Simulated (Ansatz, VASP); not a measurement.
## InSb in VASP and in Ansatz

```
CELL_PARAMETERS angstrom
5.46207 0.00000 0.00000
0.00000 5.82403 0.00000
0.00000 0.00000 3.12307
ATOMIC_POSITIONS crystal
In 0.00000 0.00000 0.00000
In 0.50000 0.50000 0.00000
Sb 0.50000 0.00000 0.83500
Sb 0.00000 0.50000 0.16500
```

Change from the starting cell: volume scaled by 1.06.

Alike in both runs: task single point; functional LDA; k mesh 6 × 6 × 11; occupations fermi-dirac, width 0.08 eV; no spin polarisation.

|  | VASP | Ansatz |
| --- | --- | --- |
| version | VASP 6.6.1 | Ansatz 0.2.0 |
| potentials or method | VASP PAW LDA potentials, release 64 (In_d, Sb), cutoff 520 eV | all-electron LAPW, scalar-relativistic |

|  | VASP | Ansatz | Ansatz less VASP |
| --- | --- | --- | --- |
| pressure (GPa) | 6.1 | 5.9 | -0.18 |
| traceless stress, the component that is largest in VASP (GPa) | 8.91 | 8.85 | -0.062 |
| rms of the force components (eV/Å) | 0.210 | 0.208 | -0.0020 |

LDA's correlation is that of Perdew and Zunger in VASP and of Perdew and Wang (1992) in Ansatz. Atom by atom the forces differ by 0.002 eV/Å (rms over components). Ansatz ran all-electron here, and VASP with PAW potentials.

Spin-orbit coupling is off throughout.
